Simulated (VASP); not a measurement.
# BN (zincblende type) (F-43m) in VASP: a series of runs, part 2 of 2

VASP 6.6.1.

### Step 3. Single point, PBE (volume scaled by 0.94)

The input, INCAR:

```
  PREC = Accurate
  ENCUT = 600
  EDIFF = 1E-6
  ISMEAR = -1
  SIGMA = 0.05
  LREAL = F
  LASPH = T
  NELM = 120
  ALGO = Normal
  ISIF = 2
  LWAVE = F
  LCHARG = F
  GGA = PE
  NBANDS = 11
  GGA_COMPAT = F
```

The input, KPOINTS:

```
Automatic mesh
0
Gamma
  15 15 15
```

The input, POSCAR:

```
BN
1.0
    0.0000000000      1.7753547638      1.7753547638
    1.7753547638      0.0000000000      1.7753547638
    1.7753547638      1.7753547638      0.0000000000
B N
1 1
Direct
    0.0000000000      0.0000000000      0.0000000000
    0.2500000000      0.2500000000      0.2500000000
```

Potentials or basis: VASP PAW PBE potentials, release 64 (B, N).

On the command line:

```bash
$ cat potpaw_PBE.64/B/POTCAR potpaw_PBE.64/N/POTCAR > POTCAR
$ mpirun -np 1 vasp_std > vasp.out
```

OUTCAR:

```text
PREC = Accurate
   ENCUT = 600
   EDIFF = 1E-6
   ISMEAR = -1
   LREAL = F
   LASPH = T
   NELM = 120
   ISIF = 2
   GGA = PE

 ion  position               nearest neighbor table
   1  0.000  0.000  0.000-   2 1.54   2 1.54   2 1.54   2 1.54
   2  0.250  0.250  0.250-   1 1.54   1 1.54   1 1.54   1 1.54

  LATTYP: Found a face centered cubic cell.
 ALAT       =     3.5507095276

  Lattice vectors:

 A1 = (   0.0000000000,   1.7753547638,   1.7753547638)
 A2 = (   1.7753547638,   0.0000000000,   1.7753547638)
 A3 = (   1.7753547638,   1.7753547638,   0.0000000000)

Analysis of symmetry for initial positions (statically):
=====================================================================
 Subroutine PRICEL returns:
 Original cell was already a primitive cell.

 Routine SETGRP: Setting up the symmetry group for a
 face centered cubic supercell.

 Subroutine GETGRP returns: Found 24 space group operations
 (whereof 24 operations were pure point group operations)
 out of a pool of 48 trial point group operations.

The static configuration has the point symmetry T_d .

Analysis of symmetry for dynamics (positions and initial velocities):
=====================================================================
 Subroutine PRICEL returns:
 Original cell was already a primitive cell.

 Routine SETGRP: Setting up the symmetry group for a
 face centered cubic supercell.

 Subroutine GETGRP returns: Found 24 space group operations
 (whereof 24 operations were pure point group operations)
 out of a pool of 48 trial point group operations.

The dynamic configuration has the point symmetry T_d .

 Subroutine INISYM returns: Found 24 space group operations
 (whereof 24 operations are pure point group operations),
 and found     1 'primitive' translations

[... 113 lines left out ...]
     AMIX     =   0.40;   BMIX     =  1.00
     AMIX_MAG =   1.60;   BMIX_MAG =  1.00
  volume/ion in A,a.u.               =       5.60        37.76
  Fermi-wavevector in a.u.,A,eV,Ry     =   1.463782  2.766147 29.152621  2.142657
  Thomas-Fermi vector in A             =   2.579836
   LORBIT       =      0    0 simple, 1 ext, 2 COOP (PROOUT), +10 PAW based schemes
   GGA     = PE    functional components
   LHFCALC =     F    Hartree Fock is set to
   AEXX    =    0.0000 exact exchange contribution
   IVDW    =     0    specifies the selected vdW correction
   LEPSILON=     F    determine dielectric tensor
   LRPA    =     F    only Hartree local field effects (RPA)
 non-spin polarized calculation
  energy-cutoff  :      600.00
  volume of cell :       11.19
 maximum number of plane-waves:       384
   NGX =  9   NGY =  9   NGZ =  9

 number of electron       7.9999998 magnetization

 Free energy of the ion-electron system (eV)
  ---------------------------------------------------
  ext. energy  EPLUGINS =         0.00000000
  ---------------------------------------------------
  free energy    TOTEN  =       -17.39742270 eV

  energy without entropy =      -17.39742270  energy(sigma->0) =      -17.39742270

 E-fermi :   9.0991     XC(G=0): -13.0900

 val. band max:        8.0808029382   @ k =   0.0000   0.0000   0.0000
 cond. band min:      12.6543942051   @ k =   0.4667   0.4667   0.0000
 fundamental gap:      4.5735912669
 Fermi energy:         9.0990673047

 k-point     1 :       0.0000    0.0000    0.0000
  band No.  band energies     occupation
      1     -12.7757      2.00000
      2       8.0808      2.00000
      3       8.0808      2.00000
      4       8.0808      2.00000
      5      17.1573      0.00000
      6      17.1573      0.00000
      7      17.1573      0.00000
      8      19.3206      0.00000
      9      33.8600      0.00000
     10      36.5138      0.00000
     11      36.5138      0.00000
[... 309 lines left out ...]
 k-point    24 :       0.2000    0.1333    0.0000
  band No.  band energies     occupation
      1     -11.7718      2.00000
      2       5.1635      2.00000
      3       6.2440      2.00000
      4       6.6947      2.00000
      5      16.3570      0.00000
      6      19.6202      0.00000
      7      19.7581      0.00000
      8      21.0052      0.00000
      9      28.0256      0.00000
     10      35.3614      0.00000
     11      36.5053      0.00000

 [... further k-points ...]
[... 5 lines left out ...]
  --------------------------------------------------------------------------------------
  -------------------------------------------------------------------------------------
  Total        1.8087420      1.8087420      1.8087420     -0.0000000     -0.0000000      0.0000000
  in kB      258.9415544    258.9415544    258.9415544     -0.0000000     -0.0000000      0.0000000
  external PRESSURE =     258.9415544 kB  Pullay stress =       0.0000000 kB

 VOLUME and BASIS-vectors are now :
 -----------------------------------------------------------------------------
  energy-cutoff  :      600.00
  volume of cell :       11.19
      direct lattice vectors                 reciprocal lattice vectors
     0.000000000  1.775354764  1.775354764    -0.281633852  0.281633852  0.281633852
     1.775354764  0.000000000  1.775354764     0.281633852 -0.281633852  0.281633852
     1.775354764  1.775354764  0.000000000     0.281633852  0.281633852 -0.281633852

 POSITION                                       TOTAL-FORCE (eV/Angst)
 -----------------------------------------------------------------------------------
      0.00000      0.00000      0.00000         0.000000     -0.000000     -0.000000
      0.88768      0.88768      0.88768        -0.000000      0.000000      0.000000
 -----------------------------------------------------------------------------------
    total drift:                                0.000000      0.000000      0.000000

  FREE ENERGIE OF THE ION-ELECTRON SYSTEM (eV)
  ---------------------------------------------------
  free  energy   TOTEN  =       -17.3974226981 eV

  energy  without entropy=      -17.3974226981  energy(sigma->0) =      -17.39742270
```

OSZICAR:

```text
N       E                     dE             d eps       ncg     rms          rms(c)
DAV:   1     0.172690360626E+02    0.17269E+02   -0.55576E+03  2688   0.823E+02
DAV:   2    -0.177738934670E+02   -0.35043E+02   -0.34083E+02  3158   0.196E+02
DAV:   3    -0.184510585024E+02   -0.67717E+00   -0.67594E+00  3174   0.228E+01
DAV:   4    -0.184518707377E+02   -0.81224E-03   -0.81222E-03  2856   0.883E-01
DAV:   5    -0.184518714213E+02   -0.68351E-06   -0.68348E-06  3081   0.261E-02    0.700E+00
DAV:   6    -0.175032725492E+02    0.94860E+00   -0.28644E+00  2912   0.106E+01    0.344E+00
DAV:   7    -0.174129187298E+02    0.90354E-01   -0.13046E-01  3044   0.296E+00    0.198E+00
DAV:   8    -0.173971103906E+02    0.15808E-01   -0.38155E-02  2954   0.145E+00    0.224E-01
DAV:   9    -0.173973364391E+02   -0.22605E-03   -0.86336E-04  2817   0.268E-01    0.889E-02
DAV:  10    -0.173974180593E+02   -0.81620E-04   -0.11526E-04  2917   0.969E-02    0.160E-02
DAV:  11    -0.173974226481E+02   -0.45888E-05   -0.74610E-06  3044   0.233E-02    0.104E-02
DAV:  12    -0.173974226981E+02   -0.50047E-07   -0.12434E-06  1635   0.842E-03
   1 F= -.17397423E+02 E0= -.17397423E+02  d E =-.528805E-11
```

stdout:

```text
POSCAR found type information on POSCAR B N
 POSCAR found :  2 types and       2 ions
 scaLAPACK will be used
 LDA part: xc-table for (Slater+PW92), standard interpolation
 POSCAR, INCAR and KPOINTS ok, starting setup
 FFT: planning ... GRIDC
 FFT: planning ... GRID_SOFT
 FFT: planning ... GRID
 WAVECAR not read
 entering main loop
```

Wall time 11 s (1 thread of Intel Xeon Platinum 8488C (Sapphire Rapids), shared host); peak memory 0.12 GiB.

Results:

- Free energy: -17.3974 eV
- Pressure: 25.9 GPa
- Band gap on the k mesh: 4.57 eV, indirect (least direct gap 9.08 eV)
